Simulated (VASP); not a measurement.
# NaH (CsCl type) (Pm-3m) in VASP: a series of runs

The runs below take NaH (CsCl type) through density of states, with PBE.

All numbers are computed with VASP 6.6.1; they aren't measurements. Logs are shortened: lines on timing, memory, paths and dates and some standing lists are left out, and cuts for length are marked.

### 1 The cell of the first run

Symmetry: Pm-3m, No. 221, cubic system. The conventional cell has a = 2.271 Å, b = 2.271 Å, c = 2.271 Å, α = 90.00°, β = 90.00°, γ = 90.00°. Na (site symmetry m-3m) has 8 H at 1.97 Å and 6 Na at 2.27 Å within 2.6 Å. H (site symmetry m-3m) has 8 Na at 1.97 Å and 6 H at 2.27 Å within 2.6 Å.

### 2 Density of states, PBE (volume scaled by 0.45)

The input, POSCAR:

```
NaH
1.0
    2.2714636606      0.0000000000      0.0000000000
    0.0000000000      2.2714636606      0.0000000000
    0.0000000000      0.0000000000      2.2714636606
Na H
1 1
Direct
    0.0000000000      0.0000000000      0.0000000000
    0.5000000000      0.5000000000      0.5000000000
```

The input, INCAR.step1:

```
PREC = Accurate ; ENCUT = 520
EDIFF = 1E-7 ; ISMEAR = -1
SIGMA = 0.08 ; LREAL = F
LASPH = T ; NELM = 80
ALGO = Normal ; ISIF = 2
LWAVE = F ; LCHARG = T
GGA = PE ; NBANDS = 11
```

The input, KPOINTS.step1:

```
Automatic mesh
0
Gamma
  12 12 12
```

The input, INCAR.step2:

```
PREC = Accurate ; ENCUT = 520
EDIFF = 1E-7 ; ISMEAR = -5
SIGMA = 0.08 ; LREAL = F
LASPH = T ; NELM = 80
ALGO = Normal ; ISIF = 2
LWAVE = F ; LCHARG = F
GGA = PE ; LORBIT = 11
NBANDS = 11 ; NEDOS = 2001
ICHARG = 11
```

The input, KPOINTS.step2:

```
Automatic mesh
0
Gamma
  18 18 18
```

Potentials or basis: VASP PAW PBE potentials, release 64 (Na_pv, H).

Command:

```sh
cat potpaw_PBE.64/Na_pv/POTCAR potpaw_PBE.64/H/POTCAR > POTCAR
cp INCAR.step1 INCAR
cp KPOINTS.step1 KPOINTS
mpirun -np 1 vasp_std > vasp.out
cp INCAR.step2 INCAR
cp KPOINTS.step2 KPOINTS
mpirun -np 1 vasp_std > vasp.out
```

OUTCAR:

```text
PREC = Accurate
   ENCUT = 520
   EDIFF = 1E-7
   ISMEAR = -5
   LREAL = F
   LASPH = T
   NELM = 80
   ISIF = 2
   GGA = PE
   LORBIT = 11
   ICHARG = 11

 ion  position               nearest neighbor table
   1  0.000  0.000  0.000-
   2  0.500  0.500  0.500-

  LATTYP: Found a simple cubic cell.
 ALAT       =     2.2714636606

  Lattice vectors:

 A1 = (   2.2714636606,   0.0000000000,   0.0000000000)
 A2 = (   0.0000000000,   2.2714636606,   0.0000000000)
 A3 = (   0.0000000000,   0.0000000000,   2.2714636606)

Analysis of symmetry for initial positions (statically):
=====================================================================
 Subroutine PRICEL returns:
 Original cell was already a primitive cell.

 Routine SETGRP: Setting up the symmetry group for a
 simple cubic supercell.

 Subroutine GETGRP returns: Found 48 space group operations
[... 9 lines left out ...]

 Routine SETGRP: Setting up the symmetry group for a
 simple cubic supercell.

 Subroutine GETGRP returns: Found 48 space group operations
[... 11 lines left out ...]
                                     Primitive cell

  volume of cell :      11.7197

  direct lattice vectors                    reciprocal lattice vectors
     2.271463661  0.000000000  0.000000000     0.440244771  0.000000000  0.000000000
     0.000000000  2.271463661  0.000000000     0.000000000  0.440244771  0.000000000
     0.000000000  0.000000000  2.271463661     0.000000000  0.000000000  0.440244771

  length of vectors
     2.271463661  2.271463661  2.271463661     0.440244771  0.440244771  0.440244771

  position of ions in fractional coordinates (direct lattice)
     0.000000000  0.000000000  0.000000000
     0.500000000  0.500000000  0.500000000

  ion indices of the primitive-cell ions
   primitive index   ion index
                 1           1
                 2           2

----------------------------------------------------------------------------------------

 KPOINTS: Automatic mesh

Automatic generation of k-mesh.
 Grid dimensions read from file:
 generate k-points for:   18   18   18

 Generating k-lattice:

  Cartesian coordinates                     Fractional coordinates (reciprocal lattice)
     0.024458043  0.000000000  0.000000000     0.055555556  0.000000000  0.000000000
     0.000000000  0.024458043  0.000000000     0.000000000  0.055555556  0.000000000
     0.000000000  0.000000000  0.024458043     0.000000000  0.000000000  0.055555556

  Length of vectors
     0.024458043  0.024458043  0.024458043

  Shift w.r.t. Gamma in fractional coordinates (k-lattice)
     0.000000000  0.000000000  0.000000000

 TETIRR: Found   2900 inequivalent tetrahedra from    34992

 Subroutine IBZKPT returns following result:
 ===========================================

 Found    220 irreducible k-points:

 Following reciprocal coordinates:
            Coordinates               Weight
  0.000000  0.000000  0.000000      1.000000
  0.055556  0.000000  0.000000      6.000000
  0.111111  0.000000  0.000000      6.000000
  0.166667  0.000000  0.000000      6.000000
  0.222222  0.000000  0.000000      6.000000
  0.277778  0.000000  0.000000      6.000000
[... 16 lines left out ...]
  0.277778  0.111111  0.000000     24.000000
  0.333333  0.111111  0.000000     24.000000
 [... further k-points ...]
   k-points           NKPTS =    220   k-points in BZ     NKDIM =    220   number of bands    NBANDS=     11
   number of dos      NEDOS =   2001   number of ions     NIONS =      2
   total plane-waves  NPLWV =   5832
   dimension x,y,z NGX =    18 NGY =   18 NGZ =   18
   dimension x,y,z NGXF=    36 NGYF=   36 NGZF=   36
   ions per type =               1   1
   NGX,Y,Z   is equivalent  to a cutoff of  13.17, 13.17, 13.17 a.u.
   NGXF,Y,Z  is equivalent  to a cutoff of  26.35, 26.35, 26.35 a.u.
 SYSTEM =  unknown system
   PREC   = accura    normal or accurate (medium, high low for compatibility)
   ISTART =      0    job   : 0-new  1-cont  2-samecut
   ICHARG =     11    charge: 1-file 2-atom 10-const
   ISPIN  =      1    spin polarized calculation?
   LNONCOLLINEAR =      F non collinear calculations
   LSORBIT =      F    spin-orbit coupling
   LASPH  =      T    aspherical Exc in radial PAW
   ENCUT  =  520.0 eV  38.22 Ry    6.18 a.u.   4.22  4.22  4.22*2*pi/ulx,y,z
   NELM   =     80;   NELMIN=  2; NELMDL=  0     # of ELM steps
   EDIFF  = 0.1E-06   stopping-criterion for ELM
   LREAL  =      F    real-space projection
   EDIFFG = 0.1E-05   stopping-criterion for IOM
   NSW    =      0    number of steps for IOM
   IBRION =     -1    ionic relax: 0-MD 1-quasi-New 2-CG
   NFREE  =      0    steps in history (QN), initial steepest desc. (CG)
   ISIF   =      2    stress and relaxation
   ISYM   =      2    0-nonsym 1-usesym 2-fastsym
   POTIM  = 0.5000    time-step for ionic-motion
   TEBEG  =    0.0;   TEEND  =   0.0 temperature during run
   PSTRESS=    0.0 pullay stress
   NELECT =       8.0000    total number of electrons
   NUPDOWN=      -1.0000    fix difference up-down
   EMIN   =  10.00;   EMAX   =-10.00  energy-range for DOS
   EFERMI =   0.00;   METHOD = LEGACY
   ISMEAR =    -5;   SIGMA  =   0.08  broadening in eV -4-tet -1-fermi 0-gaus
   EFERMI_NEDOS =   21; number of points for ismear=-14 and -15
   IALGO  =     38    algorithm
   IMIX   =      4    mixing-type and parameters
     AMIX     =   0.40;   BMIX     =  1.00
     AMIX_MAG =   1.60;   BMIX_MAG =  1.00
  volume/ion in A,a.u.               =       5.86        39.54
  Fermi-wavevector in a.u.,A,eV,Ry     =   1.441448  2.723942 28.269816  2.077773
  Thomas-Fermi vector in A             =   2.560079
   LORBIT       =     11    0 simple, 1 ext, 2 COOP (PROOUT), +10 PAW based schemes
   GGA     = PE    functional components
   LHFCALC =     F    Hartree Fock is set to
   AEXX    =    0.0000 exact exchange contribution
   IVDW    =     0    specifies the selected vdW correction
   LEPSILON=     F    determine dielectric tensor
   LRPA    =     F    only Hartree local field effects (RPA)
 non-spin polarized calculation
 Fermi weights with tetrahedron method with Bloechl corrections
  energy-cutoff  :      520.00
  volume of cell :       11.72
 maximum number of plane-waves:       326
 NGX is ok and might be reduce to    18

 number of electron       7.9999982 magnetization

 Free energy of the ion-electron system (eV)
  ---------------------------------------------------
  ext. energy  EPLUGINS =         0.00000000
  ---------------------------------------------------
  free energy    TOTEN  =        -2.78277088 eV

  energy without entropy =       -2.78277088  energy(sigma->0) =       -2.78277088

 E-fermi :   7.4646     XC(G=0): -11.4468

 val. band max:        7.4343886503   @ k =   0.5000   0.5000   0.5000
 cond. band min:       8.8530537678   @ k =   0.5000   0.0000   0.0000
 fundamental gap:      1.4186651175
 Fermi energy:         7.4646283212

 k-point     1 :       0.0000    0.0000    0.0000
  band No.  band energies     occupation
      1     -18.3410      2.00000
      2     -18.3410      2.00000
      3     -18.3410      2.00000
      4      -2.9463      2.00000
      5      21.6831      0.00000
      6      21.6831      0.00000
      7      25.5928      0.00000
      8      27.1882      0.00000
      9      27.1882      0.00000
     10      27.1882      0.00000
     11      39.7804      0.00000

 k-point     2 :       0.0556    0.0000    0.0000
  band No.  band energies     occupation
      1     -18.3900      2.00000
      2     -18.3372      2.00000
      3     -18.3372      2.00000
      4      -2.8489      2.00000
      5      21.0129      0.00000
      6      21.7692      0.00000
      7      24.8999      0.00000
      8      27.2125      0.00000
      9      27.2125      0.00000
     10      28.7603      0.00000
     11      39.7801      0.00000

 k-point     3 :       0.1111    0.0000    0.0000
  band No.  band energies     occupation
      1     -18.5290      2.00000
      2     -18.3261      2.00000
      3     -18.3261      2.00000
      4      -2.5618      2.00000
      5      19.3312      0.00000
      6      22.0268      0.00000
      7      24.6786      0.00000
      8      27.2835      0.00000
      9      27.2835      0.00000
     10      31.2845      0.00000
     11      39.7791      0.00000

 k-point     4 :       0.1667    0.0000    0.0000
  band No.  band energies     occupation
      1     -18.7373      2.00000
      2     -18.3092      2.00000
      3     -18.3092      2.00000
      4      -2.1009      2.00000
      5      17.3202      0.00000
      6      22.4543      0.00000
      7      24.9253      0.00000
      8      27.3962      0.00000
      9      27.3962      0.00000
     10      34.0595      0.00000
     11      39.7778      0.00000

 k-point     5 :       0.2222    0.0000    0.0000
  band No.  band energies     occupation
      1     -18.9856      2.00000
      2     -18.2883      2.00000
      3     -18.2883      2.00000
      4      -1.4906      2.00000
      5      15.3073      0.00000
      6      23.0476      0.00000
      7      25.3836      0.00000
      8      27.5410      0.00000
      9      27.5410      0.00000
     10      36.9784      0.00000
     11      39.7756      0.00000
[... 211 lines left out ...]
 k-point    21 :       0.1667    0.1111    0.0000
  band No.  band energies     occupation
      1     -18.7236      2.00000
      2     -18.4766      2.00000
      3     -18.2948      2.00000
      4      -1.7551      2.00000
      5      17.6148      0.00000
      6      20.0680      0.00000
      7      24.0780      0.00000
      8      27.5443      0.00000
      9      31.3056      0.00000
     10      34.0137      0.00000
     11      38.7978      0.00000

 k-point    22 :       0.2222    0.1111    0.0000
  band No.  band energies     occupation
      1     -18.9621      2.00000
      2     -18.4539      2.00000
      3     -18.2742      2.00000
      4      -1.1726      2.00000
      5      15.6053      0.00000
      6      20.5444      0.00000
      7      24.5416      0.00000
      8      27.7269      0.00000
      9      31.3358      0.00000
     10      36.2315      0.00000
     11      37.7094      0.00000

 k-point    23 :       0.2778    0.1111    0.0000
  band No.  band energies     occupation
      1     -19.2108      2.00000
      2     -18.4273      2.00000
      3     -18.2523      2.00000
      4      -0.4794      2.00000
      5      13.7147      0.00000
      6      21.1459      0.00000
      7      25.0975      0.00000
      8      27.9340      0.00000
      9      31.1249      0.00000
     10      35.6537      0.00000
     11      39.4271      0.00000

 k-point    24 :       0.3333    0.1111    0.0000
  band No.  band energies     occupation
      1     -19.4387      2.00000
      2     -18.4018      2.00000
      3     -18.2316      2.00000
      4       0.2774      2.00000
      5      12.0198      0.00000
      6      21.8315      0.00000
      7      25.6608      0.00000
      8      28.1437      0.00000
      9      30.5672      0.00000
     10      35.0834      0.00000
     11      38.4194      0.00000

 [... further k-points ...]
[... 5 lines left out ...]
  --------------------------------------------------------------------------------------
  -------------------------------------------------------------------------------------
  Total        6.2023386      6.2023386      6.2023386      0.0000000      0.0000000     -0.0000000
  in kB      847.9078798    847.9078798    847.9078798      0.0000000      0.0000000     -0.0000000
  external PRESSURE =     847.9078798 kB  Pullay stress =       0.0000000 kB

 VOLUME and BASIS-vectors are now :
 -----------------------------------------------------------------------------
  energy-cutoff  :      520.00
  volume of cell :       11.72
      direct lattice vectors                 reciprocal lattice vectors
     2.271463661  0.000000000  0.000000000     0.440244771  0.000000000  0.000000000
     0.000000000  2.271463661  0.000000000     0.000000000  0.440244771  0.000000000
     0.000000000  0.000000000  2.271463661     0.000000000  0.000000000  0.440244771

 POSITION                                       TOTAL-FORCE (eV/Angst)
 -----------------------------------------------------------------------------------
      0.00000      0.00000      0.00000         0.000000      0.000000      0.000000
      1.13573      1.13573      1.13573         0.000000      0.000000      0.000000
 -----------------------------------------------------------------------------------
    total drift:                                0.000000     -0.000000     -0.000000

  FREE ENERGIE OF THE ION-ELECTRON SYSTEM (eV)
  ---------------------------------------------------
  free  energy   TOTEN  =        -2.7827708791 eV

  energy  without entropy=       -2.7827708791  energy(sigma->0) =       -2.78277088

 total charge

# of ion       s       p       d       tot
------------------------------------------
    1        0.137   6.105   0.000   6.241
    2        0.672   0.004   0.000   0.677
--------------------------------------------------
tot          0.809   6.109   0.000   6.918
```

It took 9.9 s on 1 thread of Intel Xeon 6975P-C (Granite Rapids), shared host; peak memory 0.13 GiB.

Results:

```
Valence electrons inside the program's atomic spheres : Na 6.24; H 0.68
```

(Continued in part 2 of 2.)
